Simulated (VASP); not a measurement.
A run of VASP 6.6.1 is set up as follows.

Contents of INCAR:

```
SYSTEM = AlCd
PREC = Accurate ; ENCUT = 520
EDIFF = 1E-6 ; ISMEAR = 0
SIGMA = 0.1 ; LREAL = .FALSE.
LASPH = .TRUE. ; NELM = 60
ALGO = Normal ; ISIF = 2
LWAVE = .FALSE. ; LCHARG = .FALSE.
LDIPOL = .TRUE. ; IDIPOL = 3
DIPOL = 0.5 0.5 0.500 ; GGA = PE
NBANDS = 23
```

File KPOINTS:

```
regular mesh
0
G
  6 6 1
  0 0 0
```

File POSCAR:

```
AlCd
1.0
    4.8027710000      0.0000000000      0.0000000000
   -2.4013860000      4.1593220000      0.0000000000
    0.0000000000      0.0000000000     16.0000000000
Al Cd
2 2
Direct
    0.0000000000      0.0000000000      0.4410468800
    0.0000000000      0.0000000000      0.5589531200
    0.3333333300      0.6666666700      0.5000000000
    0.6666666700      0.3333333300      0.5000000000
```

Potentials or basis: VASP PAW PBE potentials, release 64 (Al, Cd).

Run with:

```bash
$ cat potpaw_PBE.64/Al/POTCAR potpaw_PBE.64/Cd/POTCAR > POTCAR
$ mpirun -np 1 vasp_std > vasp.out
```

Task: What does it give for the band gap on the k mesh?

Result: Zero (band 15 reaches -1.34 eV, above the bottom of band 16 at -2.20 eV).

Task: Estimate the largest force.

Result: 11.546 eV/Å.

Forces in eV/Å, atoms in the order of the input:
```
Al    0.000   0.000 -11.546
Al    0.000   0.000  11.546
Cd    0.000   0.000   0.000
Cd    0.000   0.000   0.000
```
